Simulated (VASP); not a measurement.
# TaF3 (P6/mmm) in VASP: single point with PBE

Aim: the single point of TaF3 with PBE.

All numbers are computed with VASP 6.6.1; they aren't measurements. Logs are shortened: lines on timing, memory, paths and dates and some standing lists are left out, and cuts for length are marked.

### Step 1. The cell of the first run

It takes space group P6/mmm (No. 191, hexagonal). The conventional cell has a = 4.332 Å, b = 4.332 Å, c = 2.911 Å, α = 90.00°, β = 90.00°, γ = 120.00°. Within 3.0 Å of Ta (site symmetry 6/mmm) lie 6 F at 2.17 Å and 2 Ta at 2.91 Å. Within 3.0 Å of F (site symmetry mmm) lie 6 F at 2.17 to 2.91 Å and 2 Ta at 2.17 Å.

The cell was built from a structure type or drawn by symmetry, and may not be a known phase.

### Step 2. Single point, PBE

Contents of INCAR:

```
SYSTEM = TaF3
PREC = Accurate ; ENCUT = 600
EDIFF = 1E-6 ; ISMEAR = 0
SIGMA = 0.1 ; LREAL = .FALSE.
LASPH = .TRUE. ; NELM = 120
ALGO = Normal ; ISIF = 2
LWAVE = .FALSE. ; LCHARG = .FALSE.
GGA = PE ; NBANDS = 25
GGA_COMPAT = .FALSE.
```

Contents of KPOINTS:

```
Automatic mesh
0
G
  12 12 16
  0 0 0
```

Contents of POSCAR:

```
TaF3
1.0
    4.3319505027      0.0000000000      0.0000000000
   -2.1659752513      3.7515791833      0.0000000000
    0.0000000000      0.0000000000      2.9109815912
Ta F
1 3
Direct
    0.0000000000      0.0000000000      0.5000000000
    0.5000000000      0.0000000000      0.5000000000
    0.0000000000      0.5000000000      0.5000000000
    0.5000000000      0.5000000000      0.5000000000
```

Potentials or basis: VASP PAW PBE potentials, release 64 (Ta_sv_GW, F).

Launch:

```console
> cat potpaw_PBE.64/Ta_sv_GW/POTCAR potpaw_PBE.64/F/POTCAR > POTCAR
> mpirun -np 1 vasp_std > vasp.out
```

OUTCAR:

```text
SYSTEM = TaF3
   PREC = Accurate
   ENCUT = 600
   EDIFF = 1E-6
   ISMEAR = 0
   LREAL = .FALSE.
   LASPH = .TRUE.
   NELM = 120
   ISIF = 2
   GGA = PE

 ion  position               nearest neighbor table
   1  0.000  0.000  0.500-   3 2.17   3 2.17   2 2.17   2 2.17   4 2.17   4 2.17
   2  0.500  0.000  0.500-   1 2.17   1 2.17
   3  0.000  0.500  0.500-   1 2.17   1 2.17
   4  0.500  0.500  0.500-   1 2.17   1 2.17

  LATTYP: Found a hexagonal cell.
 ALAT       =     4.3319505027
 C/A-ratio  =     0.6719794211

  Lattice vectors:

 A1 = (   4.3319505027,   0.0000000000,   0.0000000000)
 A2 = (  -2.1659752513,   3.7515791833,   0.0000000000)
 A3 = (   0.0000000000,   0.0000000000,   2.9109815912)

Analysis of symmetry for initial positions (statically):
=====================================================================
 Subroutine PRICEL returns:
 Original cell was already a primitive cell.

 Routine SETGRP: Setting up the symmetry group for a
 hexagonal supercell.

 Subroutine GETGRP returns: Found 24 space group operations
 (whereof 24 operations were pure point group operations)
 out of a pool of 24 trial point group operations.

The static configuration has the point symmetry D_6h.

Analysis of symmetry for dynamics (positions and initial velocities):
=====================================================================
 Subroutine PRICEL returns:
 Original cell was already a primitive cell.

 Routine SETGRP: Setting up the symmetry group for a
 hexagonal supercell.

 Subroutine GETGRP returns: Found 24 space group operations
 (whereof 24 operations were pure point group operations)
 out of a pool of 24 trial point group operations.

The dynamic configuration has the point symmetry D_6h.

 Subroutine INISYM returns: Found 24 space group operations
 (whereof 24 operations are pure point group operations),
 and found     1 'primitive' translations

----------------------------------------------------------------------------------------

                                     Primitive cell

  volume of cell :      47.3083

  direct lattice vectors                    reciprocal lattice vectors
     4.331950503  0.000000000  0.000000000     0.230842896  0.133277208  0.000000000
    -2.165975251  3.751579183  0.000000000     0.000000000  0.266554416  0.000000000
     0.000000000  0.000000000  2.910981591     0.000000000  0.000000000  0.343526734

  length of vectors
     4.331950503  4.331950503  2.910981591     0.266554416  0.266554416  0.343526734

  position of ions in fractional coordinates (direct lattice)
     0.000000000  0.000000000  0.500000000
     0.500000000  0.000000000  0.500000000
     1.000000000  0.500000000  0.500000000
     0.500000000  0.500000000  0.500000000

  ion indices of the primitive-cell ions
   primitive index   ion index
                 1           1
                 2           2
                 3           3
                 4           4

----------------------------------------------------------------------------------------

 KPOINTS: Automatic mesh

Automatic generation of k-mesh.
 Grid dimensions read from file:
 generate k-points for:   12   12   16

 Generating k-lattice:

  Cartesian coordinates                     Fractional coordinates (reciprocal lattice)
     0.019236908  0.011106434  0.000000000     0.083333333 -0.000000000  0.000000000
     0.000000000  0.022212868  0.000000000     0.000000000  0.083333333  0.000000000
     0.000000000  0.000000000  0.021470421     0.000000000  0.000000000  0.062500000

  Length of vectors
     0.022212868  0.022212868  0.021470421

  Shift w.r.t. Gamma in fractional coordinates (k-lattice)
     0.000000000  0.000000000  0.000000000

 Subroutine IBZKPT returns following result:
 ===========================================

 Found    171 irreducible k-points:

 Following reciprocal coordinates:
            Coordinates               Weight
  0.000000  0.000000  0.000000      1.000000
  0.083333  0.000000  0.000000      6.000000
  0.166667  0.000000  0.000000      6.000000
  0.250000  0.000000  0.000000      6.000000
  0.333333  0.000000  0.000000      6.000000
  0.416667  0.000000  0.000000      6.000000
[... 16 lines left out ...]
  0.250000  0.000000  0.062500     12.000000
  0.333333  0.000000  0.062500     12.000000
 [... further k-points ...]
   k-points           NKPTS =    171   k-points in BZ     NKDIM =    171   number of bands    NBANDS=     25
   number of dos      NEDOS =    301   number of ions     NIONS =      4
   total plane-waves  NPLWV =  31104
   dimension x,y,z NGX =    36 NGY =   36 NGZ =   24
   dimension x,y,z NGXF=    72 NGYF=   72 NGZF=   48
   ions per type =               1   3
   NGX,Y,Z   is equivalent  to a cutoff of  13.82, 13.82, 13.71 a.u.
   NGXF,Y,Z  is equivalent  to a cutoff of  27.63, 27.63, 27.41 a.u.
 SYSTEM =  TaF3
   PREC   = accura    normal or accurate (medium, high low for compatibility)
   ISTART =      0    job   : 0-new  1-cont  2-samecut
   ICHARG =      2    charge: 1-file 2-atom 10-const
   ISPIN  =      1    spin polarized calculation?
   LNONCOLLINEAR =      F non collinear calculations
   LSORBIT =      F    spin-orbit coupling
   LASPH  =      T    aspherical Exc in radial PAW
   ENCUT  =  600.0 eV  44.10 Ry    6.64 a.u.   8.65  8.65  5.81*2*pi/ulx,y,z
   NELM   =    120;   NELMIN=  2; NELMDL= -5     # of ELM steps
   EDIFF  = 0.1E-05   stopping-criterion for ELM
   LREAL  =      F    real-space projection
   EDIFFG = 0.1E-04   stopping-criterion for IOM
   NSW    =      0    number of steps for IOM
   IBRION =     -1    ionic relax: 0-MD 1-quasi-New 2-CG
   NFREE  =      0    steps in history (QN), initial steepest desc. (CG)
   ISIF   =      2    stress and relaxation
   ISYM   =      2    0-nonsym 1-usesym 2-fastsym
   POTIM  = 0.5000    time-step for ionic-motion
   TEBEG  =    0.0;   TEEND  =   0.0 temperature during run
   PSTRESS=    0.0 pullay stress
   NELECT =      34.0000    total number of electrons
   NUPDOWN=      -1.0000    fix difference up-down
   EMIN   =  10.00;   EMAX   =-10.00  energy-range for DOS
   EFERMI =   0.00;   METHOD = LEGACY
   ISMEAR =     0;   SIGMA  =   0.10  broadening in eV -4-tet -1-fermi 0-gaus
   EFERMI_NEDOS =   21; number of points for ismear=-14 and -15
   IALGO  =     38    algorithm
   IMIX   =      4    mixing-type and parameters
     AMIX     =   0.40;   BMIX     =  1.00
     AMIX_MAG =   1.60;   BMIX_MAG =  1.00
  volume/ion in A,a.u.               =      11.83        79.81
  Fermi-wavevector in a.u.,A,eV,Ry     =   1.466410  2.771113 29.257406  2.150359
  Thomas-Fermi vector in A             =   2.582151
   LORBIT       =      0    0 simple, 1 ext, 2 COOP (PROOUT), +10 PAW based schemes
   GGA     = PE    functional components
   LHFCALC =     F    Hartree Fock is set to
   AEXX    =    0.0000 exact exchange contribution
   IVDW    =     0    specifies the selected vdW correction
   LEPSILON=     F    determine dielectric tensor
   LRPA    =     F    only Hartree local field effects (RPA)
 non-spin polarized calculation
 Gauss-broadening in eV      SIGMA  =   0.10
  energy-cutoff  :      600.00
  volume of cell :       47.31
 maximum number of plane-waves:      1601
 NGX is ok and might be reduce to    36
   NGX = 17   NGY = 17   NGZ = 11

 number of electron      33.9999975 magnetization

 Free energy of the ion-electron system (eV)
  ---------------------------------------------------
  ext. energy  EPLUGINS =         0.00000000
  ---------------------------------------------------
  free energy    TOTEN  =       -27.59707851 eV

  energy without entropy =      -27.59154124  energy(sigma->0) =      -27.59430988

 E-fermi :   5.1516     XC(G=0): -11.0617

 val. band max:        5.1466766043   @ k =   0.3333   0.2500   0.5000
 cond. band min:       5.1553616991   @ k =   0.1667   0.1667   0.3125
 fundamental gap:      0.0086850948
 Fermi energy:         5.1515996804

 k-point     1 :       0.0000    0.0000    0.0000
  band No.  band energies     occupation
      1     -64.9176      2.00000
      2     -31.3423      2.00000
      3     -31.3423      2.00000
      4     -30.6171      2.00000
      5     -19.8941      2.00000
      6     -17.9240      2.00000
[... 17 lines left out ...]
     24      15.4176      0.00000
     25      16.2721      0.00000

 k-point     2 :       0.0833    0.0000    0.0000
  band No.  band energies     occupation
      1     -64.9175      2.00000
      2     -31.3476      2.00000
      3     -31.3438      2.00000
      4     -30.6170      2.00000
      5     -19.8508      2.00000
      6     -17.9497      2.00000
[... 17 lines left out ...]
     24      15.3284      0.00000
     25      16.7992      0.00000

 k-point     3 :       0.1667    0.0000    0.0000
  band No.  band energies     occupation
      1     -64.9175      2.00000
      2     -31.3620      2.00000
      3     -31.3481      2.00000
      4     -30.6167      2.00000
      5     -19.7260      2.00000
      6     -18.0256      2.00000
[... 17 lines left out ...]
     24      15.0977      0.00000
     25      17.5140      0.00000

 k-point     4 :       0.2500    0.0000    0.0000
  band No.  band energies     occupation
      1     -64.9173      2.00000
      2     -31.3816      2.00000
      3     -31.3538      2.00000
      4     -30.6164      2.00000
      5     -19.5345      2.00000
      6     -18.1491      2.00000
[... 17 lines left out ...]
     24      14.7995      0.00000
     25      17.8388      0.00000
[... 477 lines left out ...]
 k-point    22 :       0.1667    0.0000    0.0625
  band No.  band energies     occupation
      1     -64.9161      2.00000
      2     -31.3596      2.00000
      3     -31.3457      2.00000
      4     -30.6412      2.00000
      5     -19.7184      2.00000
      6     -18.0205      2.00000
[... 17 lines left out ...]
     24      15.3939      0.00000
     25      17.6036      0.00000

 k-point    23 :       0.2500    0.0000    0.0625
  band No.  band energies     occupation
      1     -64.9160      2.00000
      2     -31.3792      2.00000
      3     -31.3514      2.00000
      4     -30.6408      2.00000
      5     -19.5271      2.00000
      6     -18.1438      2.00000
[... 17 lines left out ...]
     24      15.0948      0.00000
     25      17.8725      0.00000

 k-point    24 :       0.3333    0.0000    0.0625
  band No.  band energies     occupation
      1     -64.9159      2.00000
      2     -31.3985      2.00000
      3     -31.3571      2.00000
      4     -30.6404      2.00000
      5     -19.2911      2.00000
      6     -18.3103      2.00000
[... 17 lines left out ...]
     24      14.7984      0.00000
     25      17.7922      0.00000

 [... further k-points ...]

------------------------ aborting loop because EDIFF is reached ----------------------------------------

  FORCE on cell =-STRESS in cart. coord.  units (eV):
  Direction    XX          YY          ZZ          XY          YZ          ZX
  --------------------------------------------------------------------------------------
  -------------------------------------------------------------------------------------
  Total       -0.1388803     -0.1388803     -0.1891420     -0.0000000      0.0000000      0.0000000
  in kB       -4.7034260     -4.7034260     -6.4056260     -0.0000000      0.0000000      0.0000000
  external PRESSURE =      -5.2708260 kB  Pullay stress =       0.0000000 kB

 VOLUME and BASIS-vectors are now :
 -----------------------------------------------------------------------------
  energy-cutoff  :      600.00
  volume of cell :       47.31
      direct lattice vectors                 reciprocal lattice vectors
     4.331950503  0.000000000  0.000000000     0.230842896  0.133277208  0.000000000
    -2.165975251  3.751579183  0.000000000     0.000000000  0.266554416  0.000000000
     0.000000000  0.000000000  2.910981591     0.000000000  0.000000000  0.343526734

 POSITION                                       TOTAL-FORCE (eV/Angst)
 -----------------------------------------------------------------------------------
      0.00000      0.00000      1.45549         0.000000      0.000000      0.000000
      2.16598      0.00000      1.45549        -0.000000      0.000000      0.000000
     -1.08299      1.87579      1.45549         0.000000      0.000000      0.000000
      1.08299      1.87579      1.45549         0.000000      0.000000      0.000000
 -----------------------------------------------------------------------------------
    total drift:                                0.000000      0.000000      0.000000

  FREE ENERGIE OF THE ION-ELECTRON SYSTEM (eV)
  ---------------------------------------------------
  free  energy   TOTEN  =       -27.5970785097 eV

  energy  without entropy=      -27.5915412415  energy(sigma->0) =      -27.59430988
```

Wall time 2.3 min (1 thread of Intel Xeon Platinum 8375C at 2.90GHz (Ice Lake), shared host); peak memory 0.36 GiB.

Results:

```yaml
Free_energy: -27.5971 eV
Pressure: -0.5 GPa
Band_gap_on_the_k_mesh: zero (bands 17 and 18 overlap by 1.81 eV)
```

Caveat: spin-orbit coupling is left out, which moves the levels of the heavy elements.
